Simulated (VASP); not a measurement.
# In3Cu (R-3m) in VASP: a series of runs, part 2 of 2

VASP 6.6.1. The steps go on from the part before.

## 4. Single point, LDA (19.23 Å³/atom)

This run uses another cell than the first one, of 19.23 Å³/atom.

The input, INCAR:

```
ALGO     = Fast           # electronic algorithm
EDIFF    = 1E-7           # SCF threshold, eV
ENCUT    = 520            # plane-wave cutoff, eV
ISIF     = 2              # what is computed and relaxed
ISMEAR   = 0              # smearing method
LASPH    = T              # aspherical terms in the spheres
LCHARG   = F              # write CHGCAR
LREAL    = F              # projectors in reciprocal space
LWAVE    = F              # write WAVECAR
NBANDS   = 33             # bands
NELM     = 100            # most SCF steps
PREC     = Accurate       # precision mode
SIGMA    = 0.15           # smearing width, eV
```

The input, KPOINTS:

```
k-points
0
Gamma
  10 10 10
```

The input, POSCAR:

```
In3Cu
1.0
    4.2557662008      0.1152445201      0.1152445201
    0.1152445201      4.2557662008      0.1152445201
    0.1152445201      0.1152445201      4.2557662008
In Cu
3 1
Direct
    0.0000000000      0.5000000000      0.5000000000
    0.5000000000      0.0000000000      0.5000000000
    0.5000000000      0.5000000000      0.0000000000
    0.0000000000      0.0000000000      0.0000000000
```

Launch:

```
$ cat potpaw_LDA.64/In_d/POTCAR potpaw_LDA.64/Cu/POTCAR > POTCAR
$ mpirun -np 1 vasp_std > vasp.out
```

It took 2.6 min on 1 thread of Intel Xeon 6975P-C (Granite Rapids), shared host; peak memory 0.34 GiB.

Results (log left out):

| Item | Value |
| --- | --- |
| Free energy | -13.5491 eV |
| Pressure | 4.2 GPa |
| Band gap on the k mesh | zero (bands 25 and 26 overlap by 4.01 eV) |

Stress tensor (GPa, compression positive):
```
 4.22 -0.74 -0.74
-0.74  4.22 -0.74
-0.74 -0.74  4.22
```

Levels at points of the mesh, in eV from the Fermi level:
| k point | band 21 | band 22 | band 23 | band 24 | band 25 | band 26 | band 27 | band 28 | band 29 | band 30 |
| --- | --- | --- | --- | --- | --- | --- | --- | --- | --- | --- |
| (0.00, 0.00, 0.00) | -2.98 | -2.57 | -2.34 | -2.34 | -0.37 | -0.37 | 0.71 | 4.68 | 4.68 | 5.13 |
| (0.50, 0.00, 0.00) | -3.01 | -2.97 | -0.51 | -0.10 | 0.55 | 1.08 | 1.17 | 1.59 | 2.44 | 2.73 |
| (0.50, 0.50, 0.00) | -3.25 | -2.96 | -2.84 | -2.69 | 2.00 | 2.02 | 3.32 | 3.41 | 3.44 | 3.59 |
| (0.50, 0.50, 0.50) | -3.49 | -3.49 | -2.93 | -2.93 | -2.37 | -2.01 | -2.01 | -1.21 | 10.13 | 10.13 |

Caveat: the cell stands under pressure; spin-orbit coupling is left out, which moves the levels of the heavy elements.

## 5. Single point, LDA (21.94 Å³/atom)

This run uses another cell than the first one, of 21.94 Å³/atom.

The input, INCAR:

```
SYSTEM = In3Cu
ALGO = Fast ; EDIFF = 1E-6
ENCUT = 520 ; ISIF = 2
ISMEAR = 0 ; LASPH = .TRUE.
LCHARG = .FALSE. ; LREAL = .FALSE.
LWAVE = .FALSE. ; NBANDS = 33
NELM = 80 ; PREC = Accurate
SIGMA = 0.15
```

The input, KPOINTS:

```
k-points
0
G
  10 10 10
  0 0 0
```

The input, POSCAR:

```
In3Cu
1.0
    4.4467850464     -0.1171407624     -0.1171407624
   -0.1171407624      4.4467850464     -0.1171407624
   -0.1171407624     -0.1171407624      4.4467850464
In Cu
3 1
Direct
    0.0000000000      0.5000000000      0.5000000000
    0.5000000000      0.0000000000      0.5000000000
    0.5000000000      0.5000000000      0.0000000000
    0.0000000000      0.0000000000      0.0000000000
```

Potentials or basis: VASP PAW LDA potentials, release 64 (In_d, Cu).

Launch:

```
$ cat potpaw_LDA.64/In_d/POTCAR potpaw_LDA.64/Cu/POTCAR > POTCAR
$ mpirun -np 1 vasp_std > vasp.out
```

OUTCAR:

```text
SYSTEM = In3Cu
   EDIFF = 1E-6
   ENCUT = 520
   ISIF = 2
   ISMEAR = 0
   LASPH = .TRUE.
   LREAL = .FALSE.
   NELM = 80
   PREC = Accurate

 ion  position               nearest neighbor table
   1  0.000  0.500  0.500-   2 3.06   3 3.06   4 3.06   4 3.06   3 3.06   2 3.06   4 3.23   3 3.23
                             2 3.23   3 3.23   4 3.23   2 3.23
   2  0.500  0.000  0.500-   1 3.06   3 3.06   4 3.06   3 3.06   4 3.06   1 3.06   3 3.23   3 3.23
                             1 3.23   4 3.23   4 3.23   1 3.23
   3  0.500  0.500  0.000-   1 3.06   2 3.06   4 3.06   2 3.06   1 3.06   4 3.06   4 3.23   1 3.23
                             1 3.23   4 3.23   2 3.23   2 3.23
   4  0.000  0.000  0.000-   1 3.06   2 3.06   3 3.06   1 3.06   2 3.06   3 3.06   3 3.23   1 3.23
                             2 3.23   3 3.23   2 3.23   1 3.23

  LATTYP: Found a trigonal (rhomboedric) cell.
 ALAT       =     4.4498697920
 COS(alpha) =    -0.0519195955

  Lattice vectors:

 A1 = (   4.4467850464,  -0.1171407624,  -0.1171407624)
 A2 = (  -0.1171407624,   4.4467850464,  -0.1171407624)
 A3 = (  -0.1171407624,  -0.1171407624,   4.4467850464)
[... 175 lines left out ...]
  ext. energy  EPLUGINS =         0.00000000
  ---------------------------------------------------
  free energy    TOTEN  =       -13.54492179 eV

  energy without entropy =      -13.52784333  energy(sigma->0) =      -13.53638256

 E-fermi :   7.5838     XC(G=0): -11.0417

 val. band max:        7.5729290007   @ k =   0.4000   0.3000   0.2000
 cond. band min:       7.5935279015   @ k =  -0.4000  -0.4000   0.2000
 fundamental gap:      0.0205989007
 Fermi energy:         7.5838166219

 k-point     1 :       0.0000    0.0000    0.0000
  band No.  band energies     occupation
      1      -7.3890      2.00000
      2      -7.3890      2.00000
      3      -7.3792      2.00000
      4      -7.3001      2.00000
      5      -7.1120      2.00000
      6      -7.1120      2.00000
[... 853 lines left out ...]
     32      13.8065      0.00000
     33      14.3867      0.00000

 [... further k-points ...]
[... 5 lines left out ...]
  --------------------------------------------------------------------------------------
  -------------------------------------------------------------------------------------
  Total       -2.2431416     -2.2431416     -2.2431416     -0.0691685     -0.0691685     -0.0691685
  in kB      -40.9590470    -40.9590470    -40.9590470     -1.2629941     -1.2629941     -1.2629941
  external PRESSURE =     -40.9590470 kB  Pullay stress =       0.0000000 kB

 VOLUME and BASIS-vectors are now :
 -----------------------------------------------------------------------------
  energy-cutoff  :      520.00
  volume of cell :       87.74
      direct lattice vectors                 reciprocal lattice vectors
     4.446785046 -0.117140762 -0.117140762     0.225202581  0.006092972  0.006092972
    -0.117140762  4.446785046 -0.117140762     0.006092972  0.225202581  0.006092972
    -0.117140762 -0.117140762  4.446785046     0.006092972  0.006092972  0.225202581

 POSITION                                       TOTAL-FORCE (eV/Angst)
 -----------------------------------------------------------------------------------
     -0.11714      2.16482      2.16482        -0.000000      0.000000      0.000000
      2.16482     -0.11714      2.16482        -0.000000     -0.000000     -0.000000
      2.16482      2.16482     -0.11714         0.000000     -0.000000     -0.000000
      0.00000      0.00000      0.00000        -0.000000     -0.000000     -0.000000
 -----------------------------------------------------------------------------------
    total drift:                                0.000000      0.000000      0.000000

  FREE ENERGIE OF THE ION-ELECTRON SYSTEM (eV)
  ---------------------------------------------------
  free  energy   TOTEN  =       -13.5449217937 eV

  energy  without entropy=      -13.5278433268  energy(sigma->0) =      -13.53638256
```

OSZICAR:

```text
N       E                     dE             d eps       ncg     rms          rms(c)
DAV:   1     0.474534121668E+03    0.47453E+03   -0.23843E+04  7688   0.227E+03
DAV:   2     0.378478228026E+02   -0.43669E+03   -0.42546E+03  7657   0.481E+02
DAV:   3    -0.124659743743E+02   -0.50314E+02   -0.49156E+02  8787   0.192E+02
[... 12 lines left out ...]
RMM:  16    -0.135449225596E+02   -0.24482E-05   -0.25633E-05  9645   0.260E-02    0.320E-02
RMM:  17    -0.135449230831E+02   -0.52354E-06   -0.11218E-05  8746   0.176E-02    0.338E-02
RMM:  18    -0.135449247110E+02   -0.16279E-05   -0.97219E-06  9363   0.371E-02    0.679E-02
RMM:  19    -0.135449221260E+02    0.25850E-05   -0.58482E-06  6545   0.220E-02    0.479E-02
RMM:  20    -0.135449217937E+02    0.33228E-06   -0.23134E-06  5861   0.126E-02
   1 F= -.13544922E+02 E0= -.13536383E+02  d E =-.170785E-01
```

It took 10 min on 1 thread of Intel Xeon 8259CL, shared host; peak memory 0.38 GiB.

Results:

- Free energy: -13.5449 eV
- Pressure: -4.1 GPa
- Band gap on the k mesh: zero (bands 25 and 26 overlap by 4.02 eV)

Caveat: the cell stands under tension; spin-orbit coupling is left out, which moves the levels of the heavy elements.

## 6. The runs side by side

| cell | further INCAR settings | gap on the mesh (eV) | pressure (GPa) |
| --- | --- | --- | --- |
| a = 4.215 Å, angles 92.0°, 4 atoms | ALGO = Fast; EDIFF = 1e-06; NBANDS = 33 | none | 9.4 |
| a = 4.259 Å, angles 93.0°, 4 atoms | ALGO = Fast; EDIFF = 1e-06; NBANDS = 33 | none | 3.5 |
| a = 4.259 Å, angles 86.9°, 4 atoms | ALGO = Fast; EDIFF = 1e-07; NBANDS = 33 | none | 4.2 |
| a = 4.450 Å, angles 93.0°, 4 atoms | ALGO = Fast; EDIFF = 1e-06; NBANDS = 33 | none | -4.1 |

Alike in all rows: task single point; level LDA; potentials or basis VASP PAW LDA potentials, release 64 (In_d, Cu); no spin polarisation; k mesh 10 × 10 × 10; cutoff (eV) 520; smearing gaussian 0.15 eV.

Caveats: spin-orbit coupling is left out, which moves the levels of the heavy elements; the cell stands under pressure (at least some runs); the cell stands under tension (at least some runs).

Total energies depend on the potentials used, so only differences within one code and one set of settings carry meaning.
